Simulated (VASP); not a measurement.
# AlSn (P6/mmm) in VASP: further runs

Runs on AlSn. Level: PBE. Tasks: relaxation of cell and atoms, single point.

Program: VASP 6.6.1. These are calculated values, not measurements. Logs are shortened: lines on timing, memory, paths and dates and some standing lists are left out, and cuts for length are marked.

**1. The cell of the first run**

The structure is hexagonal, space group P6/mmm (No. 191). Conventional cell: a = 6.216 Å, b = 6.216 Å, c = 4.495 Å, α = 90.00°, β = 90.00°, γ = 120.00°. Within 4.1 Å of Al (site symmetry 6/mmm) lie 6 Sn at 3.11 Å and 6 Al at 3.59 Å. Al (site symmetry -6m2) has 3 Sn at 1.79 Å within 2.4 Å. Sn (site symmetry mmm) has 2 Al at 1.79 Å within 2.4 Å.

The cell was built from a structure type or drawn by symmetry, and may not be a known phase.

**2. Relaxation of cell and atoms, PBE**

Contents of INCAR:

```
ALGO = Normal
EDIFF = 1E-7
EDIFFG = -0.04
ENCUT = 600
GGA = PE
IBRION = 2
ISIF = 3
ISMEAR = 0
LASPH = T
LCHARG = F
LREAL = F
LWAVE = F
NELM = 60
NSW = 90
PREC = Accurate
SIGMA = 0.1
```

Contents of KPOINTS:

```
k-points
0
Gamma
  3 3 4
```

Contents of POSCAR:

```
AlSn
1.0
    6.2158996900      0.0000000000      0.0000000000
   -3.1079498400      5.3831270400      0.0000000000
    0.0000000000      0.0000000000      4.4946594700
Al Sn
3 3
Direct
    0.0000000000      0.0000000000      0.0000000000
    0.3333333300      0.6666666700      0.0000000000
    0.6666666700      0.3333333300      0.0000000000
    0.5000000000      0.0000000000      0.0000000000
    0.0000000000      0.5000000000      0.0000000000
    0.5000000000      0.5000000000      0.0000000000
```

Potentials or basis: VASP PAW PBE potentials, release 64 (Al, Sn_d).

On the command line:

```bash
$ cat potpaw_PBE.64/Al/POTCAR potpaw_PBE.64/Sn_d/POTCAR > POTCAR
$ mpirun -np 1 vasp_std > vasp.out
```

OUTCAR:

```text
EDIFF = 1E-7
   EDIFFG = -0.04
   ENCUT = 600
   GGA = PE
   IBRION = 2
   ISIF = 3
   ISMEAR = 0
   LASPH = T
   LREAL = F
   NELM = 60
   NSW = 90
   PREC = Accurate

 ion  position               nearest neighbor table
   1  0.000  0.000  0.000-   5 3.11   5 3.11   4 3.11   4 3.11   6 3.11   6 3.11
   2  0.333  0.667  0.000-   4 1.79   5 1.79   6 1.79
   3  0.667  0.333  0.000-   4 1.79   5 1.79   6 1.79
   4  0.500  0.000  0.000-   2 1.79   3 1.79   6 3.11   6 3.11   1 3.11   1 3.11   5 3.11   5 3.11

   5  0.000  0.500  0.000-   2 1.79   3 1.79   1 3.11   1 3.11   6 3.11   6 3.11   4 3.11   4 3.11

   6  0.500  0.500  0.000-   2 1.79   3 1.79   4 3.11   4 3.11   5 3.11   5 3.11   1 3.11   1 3.11

  LATTYP: Found a hexagonal cell.
 ALAT       =     6.2158996900
 C/A-ratio  =     0.7230907341

  Lattice vectors:

 A1 = (   6.2158996900,   0.0000000000,   0.0000000000)
 A2 = (  -3.1079498400,   5.3831270400,   0.0000000000)
 A3 = (   0.0000000000,   0.0000000000,   4.4946594700)

Analysis of symmetry for initial positions (statically):
=====================================================================
 Subroutine PRICEL returns:
 Original cell was already a primitive cell.

 Routine SETGRP: Setting up the symmetry group for a
 hexagonal supercell.

 Subroutine GETGRP returns: Found 24 space group operations
 (whereof 24 operations were pure point group operations)
 out of a pool of 24 trial point group operations.

The static configuration has the point symmetry D_6h.

Analysis of symmetry for dynamics (positions and initial velocities):
=====================================================================
 Subroutine PRICEL returns:
 Original cell was already a primitive cell.

 Routine SETGRP: Setting up the symmetry group for a
 hexagonal supercell.

 Subroutine GETGRP returns: Found 24 space group operations
 (whereof 24 operations were pure point group operations)
 out of a pool of 24 trial point group operations.

The dynamic configuration has the point symmetry D_6h.

 Subroutine INISYM returns: Found 24 space group operations
 (whereof 24 operations are pure point group operations),
 and found     1 'primitive' translations

----------------------------------------------------------------------------------------

                                     Primitive cell

  volume of cell :     150.3957

  direct lattice vectors                    reciprocal lattice vectors
     6.215899690  0.000000000  0.000000000     0.160877757  0.092882816  0.000000000
    -3.107949840  5.383127040  0.000000000     0.000000000  0.185765633  0.000000000
     0.000000000  0.000000000  4.494659470     0.000000000  0.000000000  0.222486265

  length of vectors
     6.215899690  6.215899688  4.494659470     0.185765633  0.185765633  0.222486265

  position of ions in fractional coordinates (direct lattice)
     0.000000000  0.000000000  0.000000000
     0.333333330  0.666666670  0.000000000
     0.666666670  0.333333330  0.000000000
     0.500000000  0.000000000  0.000000000
     0.000000000  0.500000000  0.000000000
     0.500000000  0.500000000  0.000000000

  ion indices of the primitive-cell ions
   primitive index   ion index
                 1           1
                 2           2
                 3           3
                 4           4
                 5           5
                 6           6

----------------------------------------------------------------------------------------

 KPOINTS: k-points

Automatic generation of k-mesh.
 Grid dimensions read from file:
 generate k-points for:    3    3    4

 Generating k-lattice:

  Cartesian coordinates                     Fractional coordinates (reciprocal lattice)
     0.053625919  0.030960939  0.000000000     0.333333333  0.000000000  0.000000000
     0.000000000  0.061921878  0.000000000     0.000000000  0.333333333  0.000000000
     0.000000000  0.000000000  0.055621566     0.000000000  0.000000000  0.250000000

  Length of vectors
     0.061921878  0.061921878  0.055621566

  Shift w.r.t. Gamma in fractional coordinates (k-lattice)
     0.000000000  0.000000000  0.000000000

 Subroutine IBZKPT returns following result:
 ===========================================

 Found      9 irreducible k-points:

 Following reciprocal coordinates:
            Coordinates               Weight
  0.000000  0.000000  0.000000      1.000000
  0.333333  0.000000  0.000000      6.000000
  0.333333  0.333333  0.000000      2.000000
  0.000000  0.000000  0.250000      2.000000
  0.333333  0.000000  0.250000     12.000000
  0.333333  0.333333  0.250000      4.000000
  0.000000  0.000000  0.500000      1.000000
  0.333333  0.000000  0.500000      6.000000
  0.333333  0.333333  0.500000      2.000000
   k-points           NKPTS =      9   k-points in BZ     NKDIM =      9   number of bands    NBANDS=     30
   number of dos      NEDOS =    301   number of ions     NIONS =      6
   total plane-waves  NPLWV =  90000
   dimension x,y,z NGX =    50 NGY =   50 NGZ =   36
   dimension x,y,z NGXF=   100 NGYF=  100 NGZF=   72
   ions per type =               3   3
   NGX,Y,Z   is equivalent  to a cutoff of  13.37, 13.37, 13.32 a.u.
   NGXF,Y,Z  is equivalent  to a cutoff of  26.75, 26.75, 26.63 a.u.
 SYSTEM =  unknown system
   PREC   = accura    normal or accurate (medium, high low for compatibility)
   ISTART =      0    job   : 0-new  1-cont  2-samecut
   ICHARG =      2    charge: 1-file 2-atom 10-const
   ISPIN  =      1    spin polarized calculation?
   LNONCOLLINEAR =      F non collinear calculations
   LSORBIT =      F    spin-orbit coupling
   LASPH  =      T    aspherical Exc in radial PAW
   ENCUT  =  600.0 eV  44.10 Ry    6.64 a.u.  12.41 12.41  8.98*2*pi/ulx,y,z
   NELM   =     60;   NELMIN=  2; NELMDL= -5     # of ELM steps
   EDIFF  = 0.1E-06   stopping-criterion for ELM
   LREAL  =      F    real-space projection
   EDIFFG = -.4E-01   stopping-criterion for IOM
   NSW    =     90    number of steps for IOM
   IBRION =      2    ionic relax: 0-MD 1-quasi-New 2-CG
   NFREE  =      1    steps in history (QN), initial steepest desc. (CG)
   ISIF   =      3    stress and relaxation
   ISYM   =      2    0-nonsym 1-usesym 2-fastsym
   POTIM  = 0.5000    time-step for ionic-motion
   TEBEG  =    0.0;   TEEND  =   0.0 temperature during run
   PSTRESS=    0.0 pullay stress
   NELECT =      51.0000    total number of electrons
   NUPDOWN=      -1.0000    fix difference up-down
   EMIN   =  10.00;   EMAX   =-10.00  energy-range for DOS
   EFERMI =   0.00;   METHOD = LEGACY
   ISMEAR =     0;   SIGMA  =   0.10  broadening in eV -4-tet -1-fermi 0-gaus
   EFERMI_NEDOS =   21; number of points for ismear=-14 and -15
   IALGO  =     38    algorithm
   IMIX   =      4    mixing-type and parameters
     AMIX     =   0.40;   BMIX     =  1.00
     AMIX_MAG =   1.60;   BMIX_MAG =  1.00
  volume/ion in A,a.u.               =      25.07       169.15
  Fermi-wavevector in a.u.,A,eV,Ry     =   1.141615  2.157340 17.732273  1.303285
  Thomas-Fermi vector in A             =   2.278315
   LORBIT       =      0    0 simple, 1 ext, 2 COOP (PROOUT), +10 PAW based schemes
   GGA     = PE    functional components
   LHFCALC =     F    Hartree Fock is set to
   AEXX    =    0.0000 exact exchange contribution
   IVDW    =     0    specifies the selected vdW correction
   LEPSILON=     F    determine dielectric tensor
   LRPA    =     F    only Hartree local field effects (RPA)
 conjugate gradient relaxation of ions
 non-spin polarized calculation
 Gauss-broadening in eV      SIGMA  =   0.10
  energy-cutoff  :      600.00
  volume of cell :      150.40
 maximum number of plane-waves:      5040
 NGX is ok and might be reduce to    50
   NGX = 25   NGY = 25   NGZ = 17

--------------------------------------- Ionic step        1  -------------------------------------------

 number of electron      51.0000014 magnetization

 Free energy of the ion-electron system (eV)
  ---------------------------------------------------
  ext. energy  EPLUGINS =         0.00000000
  ---------------------------------------------------
  free energy    TOTEN  =        21.98326719 eV

  energy without entropy =       22.03760730  energy(sigma->0) =       22.01043725

------------------------ aborting loop because EDIFF is reached ----------------------------------------

  FORCE on cell =-STRESS in cart. coord.  units (eV):
  Direction    XX          YY          ZZ          XY          YZ          ZX
  --------------------------------------------------------------------------------------
  -------------------------------------------------------------------------------------
  Total      142.5406266    142.5406267     -1.6392542      0.0000001     -0.0000000      0.0000000
  in kB     1518.4966071   1518.4966077    -17.4631048      0.0000014     -0.0000000      0.0000000
  external PRESSURE =    1006.5100367 kB  Pullay stress =       0.0000000 kB
[... 25 lines left out ...]
  energy  without entropy=       22.0376072998  energy(sigma->0) =       22.01043725

--------------------------------------- Ionic step        2  -------------------------------------------

 number of electron      51.0000314 magnetization

 E-fermi :  -1.2025     XC(G=0):  -4.4190

 val. band max:       -1.2275305500   @ k =   0.3333   0.3333   0.2500
 cond. band min:      -1.1960394019   @ k =   0.3333   0.0000   0.2500
 fundamental gap:      0.0314911481
 Fermi energy:        -1.2024736073

 k-point     1 :       0.0000    0.0000    0.0000
  band No.  band energies     occupation
      1     -23.8831      2.00000
      2     -23.8831      2.00000
      3     -23.8785      2.00000
      4     -23.8063      2.00000
      5     -23.7707      2.00000
      6     -23.7706      2.00000
[... 359 lines left out ...]
  FREE ENERGIE OF THE ION-ELECTRON SYSTEM (eV)
  ---------------------------------------------------
  free  energy   TOTEN  =       -14.4761173128 eV

  energy  without entropy=      -14.4225444799  energy(sigma->0) =      -14.44933090

 E-fermi :   4.6397     XC(G=0):  -8.5479

 val. band max:        4.5592879188   @ k =   0.0000   0.0000   0.5000
 cond. band min:       4.6474754504   @ k =   0.3333   0.0000   0.5000
 fundamental gap:      0.0881875316
 Fermi energy:         4.6396740769

 k-point     1 :       0.0000    0.0000    0.0000
  band No.  band energies     occupation
      1     -17.6968      2.00000
      2     -17.6936      2.00000
      3     -17.6936      2.00000
      4     -17.0010      2.00000
      5     -16.9869      2.00000
      6     -16.9869      2.00000
[... 286 lines left out ...]
     29       6.9197      0.00000
     30       7.1971      0.00000

[... ionic steps 4 to 20 ...]

--------------------------------------- Ionic step       21  -------------------------------------------

 number of electron      51.0000085 magnetization

------------------------ aborting loop because EDIFF is reached ----------------------------------------

  FORCE on cell =-STRESS in cart. coord.  units (eV):
  Direction    XX          YY          ZZ          XY          YZ          ZX
  --------------------------------------------------------------------------------------
  -------------------------------------------------------------------------------------
  Total        0.1954654      0.1954654     -0.6756760      0.0000000      0.0000000      0.0000000
  in kB        1.4257068      1.4257068     -4.9283196      0.0000000      0.0000000      0.0000000
  external PRESSURE =      -0.6923020 kB  Pullay stress =       0.0000000 kB
[... 65 lines left out ...]
  energy  without entropy=      -18.7737564701  energy(sigma->0) =      -18.77970914

--------------------------------------- Ionic step       23  -------------------------------------------

 number of electron      51.0000099 magnetization

 Free energy of the ion-electron system (eV)
  ---------------------------------------------------
  ext. energy  EPLUGINS =         0.00000000
  ---------------------------------------------------
  free energy    TOTEN  =       -18.78627936 eV

  energy without entropy =      -18.77286826  energy(sigma->0) =      -18.77957381

 E-fermi :   3.1160     XC(G=0):  -7.8369

 val. band max:        3.0731043176   @ k =   0.3333   0.3333   0.5000
 cond. band min:       3.2347616601   @ k =   0.3333   0.0000   0.2500
 fundamental gap:      0.1616573425
 Fermi energy:         3.1160392061

 k-point     1 :       0.0000    0.0000    0.0000
  band No.  band energies     occupation
      1     -18.6980      2.00000
      2     -18.6962      2.00000
      3     -18.6962      2.00000
      4     -18.2972      2.00000
      5     -18.2901      2.00000
      6     -18.2901      2.00000
[... 319 lines left out ...]
  FREE ENERGIE OF THE ION-ELECTRON SYSTEM (eV)
  ---------------------------------------------------
  free  energy   TOTEN  =       -18.7862793596 eV

  energy  without entropy=      -18.7728682592  energy(sigma->0) =      -18.77957381

 reached required accuracy - stopping structural energy minimisation
```

It took 34 min on 1 thread of Intel Xeon 8259CL, shared host; peak memory 0.32 GiB.

What came out:

- Free energy: -18.7863 eV
- Relaxed volume: 36.61 Å³/atom
- Relaxed cell: a = 9.413 Å, b = 9.413 Å, c = 2.863 Å, α = 90.00°, β = 90.00°, γ = 120.00°
- Space group after relaxing (to 0.1 Å): P6/mmm (No. 191)
- Energy gained by relaxing: 6794.9 meV/atom
- Ionic steps: 23
- Pressure after relaxing: 0.0 GPa
- Band gap on the k mesh: zero (an odd number of electrons rules out a gap without spin polarisation)

The path:
```csv
step,energy change (eV),largest force (eV/Å),pressure (GPa),volume (Å³)
1,0.0000,0.0000,100.65,150.40
2,-15.7961,0.0000,-18.54,683.55
3,-36.4594,0.0000,-3.20,374.97
4,-36.7394,0.0000,-3.03,360.98
5,-36.7553,0.0000,3.56,265.81
6,-37.2948,0.0000,-2.07,323.68
7,-37.4203,0.0000,-1.02,300.28
8,-37.4173,0.0000,-1.24,303.79
9,-37.6798,0.0000,-1.35,291.65
10,-38.7274,0.0000,-1.47,255.03
11,-39.6281,0.0000,10.03,180.95
12,-39.3580,0.0000,-1.04,234.59
13,-40.1366,0.0000,1.19,207.84
14,-40.4275,0.0000,4.04,194.42
15,-40.4306,0.0000,3.38,196.63
16,-40.4918,0.0000,4.22,195.67
17,-40.5001,0.0000,3.96,195.93
18,-40.6011,0.0000,2.98,200.51
19,-40.7578,0.0000,0.59,214.68
20,-40.7676,0.0000,0.01,219.03
21,-40.7677,0.0000,-0.07,219.66
22,-40.7689,0.0000,-0.02,219.66
23,-40.7695,0.0000,0.04,219.66
```

Final structure:
```xyz
6
Lattice="9.4130 0.0000 0.0000 -4.7065 8.1519 0.0000 0.0000 0.0000 2.8626" Properties=species:S:1:pos:R:3 pbc="T T T"
Al    0.0000    0.0000    0.0000
Al    0.0000    5.4346    0.0000
Al    4.7065    2.7173    0.0000
Sn    4.7065    0.0000    0.0000
Sn   -2.3532    4.0759    0.0000
Sn    2.3532    4.0759    0.0000
```

Levels at points of the mesh, in eV from the Fermi level:
```csv
k point,band 23,band 24,band 25,band 26,band 27,band 28,band 29,band 30
"(0.00, 0.00, 0.00)",-3.09,-1.43,-1.43,-0.24,1.06,1.06,1.51,1.51
"(0.00, 0.00, 0.50)",-1.64,-0.99,-0.80,-0.27,-0.27,0.71,1.94,1.94
```

Caveat: the k points lie up to 0.55 Å⁻¹ apart in the final cell, too coarse for converged energies and pressures of a metal; the volume moved by over 15 % at a fixed basis, so the end points are rough; spin-orbit coupling is left out, which moves the levels of the heavy elements.

**3. Relaxation of cell and atoms, PBE**

This run uses another cell than the first one, of 36.73 Å³/atom.

Contents of INCAR:

```
SYSTEM = AlSn
PREC = Accurate
ENCUT = 600
EDIFF = 1E-6
ISMEAR = 0
SIGMA = 0.1
LREAL = .False.
LASPH = .True.
NELM = 60
ALGO = Fast
ISIF = 3
LWAVE = .False.
LCHARG = .False.
GGA = PE
IBRION = 2
NSW = 90
EDIFFG = -0.04
```

Contents of KPOINTS:

```
Automatic mesh
0
Gamma
  3 3 6
  0 0 0
```

Contents of POSCAR:

```
AlSn
1.0
    9.4314889790      0.0000000000      0.0000000000
   -4.7157444895      8.1679090513      0.0000000000
    0.0000000000      0.0000000000      2.8611350638
Al Sn
3 3
Direct
    0.0000000000      0.0000000000      0.0000000000
    0.3333333333      0.6666666667      0.0000000000
    0.6666666667      0.3333333333      0.0000000000
    0.5000000000      0.0000000000      0.0000000000
    0.0000000000      0.5000000000      0.0000000000
    0.5000000000      0.5000000000      0.0000000000
```

Potentials or basis: VASP PAW PBE potentials, release 64 (Al, Sn_d).

On the command line:

```bash
$ cat potpaw_PBE.64/Al/POTCAR potpaw_PBE.64/Sn_d/POTCAR > POTCAR
$ mpirun -np 1 vasp_std > vasp.out
```

Run time: 31 min. Hardware: 1 thread of Intel Xeon 8259CL, shared host; peak memory 0.47 GiB.

Results (log left out):

```yaml
Free_energy: -18.2961 eV
Relaxed_volume: 36.76 Å³/atom
Relaxed_cell: a = 9.107 Å, b = 9.107 Å, c = 3.071 Å, α = 90.00°, β = 90.00°, γ = 120.00°
Space_group_after_relaxing_to_0.1_Å: P6/mmm (No. 191)
Energy_gained_by_relaxing: 22.9 meV/atom
Ionic_steps: 14
Pressure_after_relaxing: 0.1 GPa
Band_gap_on_the_k_mesh: zero (an odd number of electrons rules out a gap without spin polarisation)
```

Stress tensor (GPa, compression positive):
```
0.06 0.00 0.00
0.00 0.06 0.00
0.00 0.00 0.17
```

Step by step:
| step | energy change (eV) | largest force (eV/Å) | pressure (GPa) | volume (Å³) |
| --- | --- | --- | --- | --- |
| 1 | 0.0000 | 0.0000 | 0.89 | 220.41 |
| 2 | -0.0940 | 0.0000 | -0.21 | 226.89 |
| 3 | -0.0978 | 0.0000 | -0.40 | 228.24 |
| 4 | -0.0981 | 0.0000 | -0.47 | 228.79 |
| 5 | -0.1103 | 0.0000 | -0.17 | 225.51 |
| 6 | -0.1185 | 0.0000 | 0.24 | 221.08 |
| 7 | -0.1029 | 0.0000 | 1.22 | 212.31 |
| 8 | -0.1194 | 0.0000 | 0.38 | 219.85 |
| 9 | -0.1284 | 0.0000 | 0.32 | 219.40 |
| 10 | -0.1208 | 0.0000 | 0.38 | 217.93 |
| 11 | -0.1344 | 0.0000 | 0.29 | 218.94 |
| 12 | -0.1349 | 0.0000 | 0.33 | 218.70 |
| 13 | -0.1350 | 0.0000 | 0.32 | 218.76 |
| 14 | -0.1372 | 0.0000 | 0.10 | 220.55 |

Final structure:
```
CELL_PARAMETERS angstrom
9.10681 0.00000 0.00000
-4.55341 7.88673 0.00000
0.00000 0.00000 3.07079
ATOMIC_POSITIONS crystal
Al 0.00000 0.00000 0.00000
Al 0.33333 0.66667 0.00000
Al 0.66667 0.33333 0.00000
Sn 0.50000 0.00000 0.00000
Sn 0.00000 0.50000 0.00000
Sn 0.50000 0.50000 0.00000
```

Levels at points of the mesh, in eV from the Fermi level:
```tsv
k point	band 23	band 24	band 25	band 26	band 27	band 28
(0.00, 0.00, 0.00)	-2.10	-1.28	-1.28	0.22	1.12	1.12
(0.00, 0.00, 0.50)	-2.21	-1.42	-1.26	-0.85	-0.85	1.28
```

Caveat: the k points lie up to 0.34 Å⁻¹ apart in the final cell, too coarse for converged energies and pressures of a metal; spin-orbit coupling is left out, which moves the levels of the heavy elements.

[end of part 1 of 2]
